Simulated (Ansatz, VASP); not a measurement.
## Two plane-wave programs on Al3BiO

```
Al Bi O
1.0
     4.50578    0.00000    0.00000
     0.00000    4.50578    0.00000
     0.00000    0.00000    4.50578
Al Bi O
3 1 1
Direct
  0.50000 0.50000 0.00000
  0.50000 0.00000 0.50000
  0.00000 0.50000 0.50000
  0.00000 0.00000 0.00000
  0.50000 0.50000 0.50000
```

Change from the starting cell: species swapped into the Pr3AlC type (Pm-3m, No. 221).

Alike in both runs: functional PBE; k mesh 8 × 8 × 8; occupations gaussian, width 0.1 eV; no spin polarisation.

Ansatz relaxed the structure, and its values are those at the end. VASP's run is a single point on that final structure, the one shown.

```csv
,VASP,Ansatz
version,VASP 6.6.1,Ansatz 0.2.0
potentials or method,"VASP PAW PBE potentials, release 64 (Al, Bi_d, O), cutoff 520 eV","scalar-relativistic, plane waves, PAW"
valence electrons in the cell,30,30
```

Ansatz gave:

| Quantity | Value |
| --- | --- |
| gap on the k mesh at the Fermi level (eV) | none |
| pressure (GPa) | 0.0 |

Problem. Which values does VASP return?

Solution. gap on the k mesh at the Fermi level (eV): none; pressure (GPa): -0.1.

A gap of «none» marks a metal or a gap that the smearing closes.

Spin-orbit coupling is off throughout.
